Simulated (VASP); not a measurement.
Set up this calculation in VASP 6.6.1, as the native input.

```yaml
Task: single point
Functional: PBEsol
Potentials_or_basis: VASP PAW PBE potentials, release 64 (Sc_sv, Hg)
Cutoff: 520 eV
k_mesh: 14 × 14 × 14
Occupations: gaussian, width 0.15 eV
Spin: no spin polarisation
Dipole_correction: no
Further_INCAR_settings: ALGO = Fast; EDIFF = 1e-06; NBANDS = 18
```

The structure of ScHg lies in POSCAR:

```
ScHg
1.0
    3.4800000000      0.0000000000      0.0000000000
    0.0000000000      3.4800000000      0.0000000000
    0.0000000000      0.0000000000      3.5322000000
Sc Hg
1 1
Direct
    0.5000000000      0.5000000000      0.5000000000
    0.0000000000      0.0000000000      0.0000000000
```

This cell differs from its parent crystal: strain +0.0150 x Voigt [0, 0, 1, 0, 0, 0].

The input as run:

INCAR

```
SYSTEM = ScHg
  PREC = Accurate
  ENCUT = 520
  EDIFF = 1E-6
  ISMEAR = 0
  SIGMA = 0.15
  LREAL = .FALSE.
  LASPH = .TRUE.
  NELM = 60
  ALGO = Fast
  ISIF = 2
  LWAVE = .FALSE.
  LCHARG = .TRUE.
  GGA = PS
  LELF = .TRUE.
  LVHAR = .TRUE.
  NBANDS = 18
```

KPOINTS

```
regular mesh
0
G
  14 14 14
  0 0 0
```

Potentials or basis: VASP PAW PBE potentials, release 64 (Sc_sv, Hg).

Command:

```bash
$ cat potpaw_PBE.64/Sc_sv/POTCAR potpaw_PBE.64/Hg/POTCAR > POTCAR
$ mpirun -np 1 vasp_std > vasp.out
```

Results of the run:

The pressure is -2.0 GPa.

Caveat: the cell differs from its parent crystal (strain +0.0150 x Voigt [0, 0, 1, 0, 0, 0]); the PAW data sets were made with another functional, which shifts forces and pressure a little.

Run time: 6.4 min on 1 thread of Oxide Virtual Turin-like Processor, on a shared host, peak memory 0.31 GiB.
